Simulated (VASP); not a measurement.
A run of VASP 6.6.1:

File INCAR:

```
ALGO = Normal ; EDIFF = 1E-6
ENCUT = 520 ; GGA = RE
ISIF = 2 ; ISMEAR = -1
LASPH = T ; LCHARG = F
LREAL = F ; LWAVE = F
NBANDS = 15 ; NELM = 100
PREC = Accurate ; SIGMA = 0.05
```

File KPOINTS:

```
k-points
0
Gamma
  11 11 11
```

POSCAR

```
TiC
1.0
    0.0000000000      2.1760361051      2.1760361051
    2.1760361051      0.0000000000      2.1760361051
    2.1760361051      2.1760361051      0.0000000000
Ti C
1 1
Direct
    0.0000000000      0.0000000000      0.0000000000
    0.5000000000      0.5000000000      0.5000000000
```

Potentials or basis: VASP PAW PBE potentials, release 64 (Ti_sv, C).

Command:

```sh
$ cat potpaw_PBE.64/Ti_sv/POTCAR potpaw_PBE.64/C/POTCAR > POTCAR
$ mpirun -np 1 vasp_std > vasp.out
```

Hardware: 1 thread of Intel(R) Xeon(R) Platinum 8488C (Sapphire Rapids) (shared host).

**Question.** How long does it take, and how much memory?

**Answer.** It took 11 s on 1 thread of Intel(R) Xeon(R) Platinum 8488C (Sapphire Rapids), with other jobs on the host, peak memory 0.15 GiB. Counts: scf iterations 14, k points 56.
